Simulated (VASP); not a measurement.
Input of a VASP 6.6.1 run:

File POSCAR:

```
Sb
1.0
    3.1600000000      0.0000000000      0.0000000000
    0.0000000000      3.1600000000      0.0000000000
    0.0000000000      0.0000000000      3.1600000000
Sb
1
Direct
    0.0000000000      0.0000000000      0.0000000000
```

INCAR.step1

```
  ALGO = Normal
  EDIFF = 1E-5
  ENCUT = 520
  GGA = PE
  ISIF = 2
  ISMEAR = -1
  LASPH = T
  LCHARG = F
  LREAL = F
  LWAVE = T
  NBANDS = 8
  NELM = 60
  PREC = Accurate
  SIGMA = 0.05
```

Contents of INCAR.step2:

```
  ALGO = Normal
  EDIFF = 1E-6
  ENCUT = 520
  GGA = PE
  HFSCREEN = 0.2079
  ISIF = 2
  ISMEAR = -1
  ISTART = 1
  LASPH = T
  LCHARG = F
  LHFCALC = T
  LREAL = F
  LWAVE = F
  NBANDS = 8
  NELM = 60
  PREC = Accurate
  PRECFOCK = Normal
  SIGMA = 0.05
```

KPOINTS

```
k-points
0
Gamma
  6 6 6
```

Potentials or basis: VASP PAW PBE potentials, release 64 (Sb).

Run with:

```bash
$ cat potpaw_PBE.64/Sb/POTCAR > POTCAR
$ cp INCAR.step1 INCAR
$ mpirun -np 1 vasp_std > vasp.out
$ cp INCAR.step2 INCAR
$ mpirun -np 1 vasp_std > vasp.out
```

Question: Predict the band gap on the k mesh.

Answer: Zero (an odd number of electrons rules out a gap without spin polarisation).

Question: What does it give for the pressure?

Answer: -4.1 GPa.

Caveat: the cell stands under tension; the PAW data sets were made with another functional, which shifts forces and pressure a little; spin-orbit coupling is left out, which moves the levels of the heavy elements.
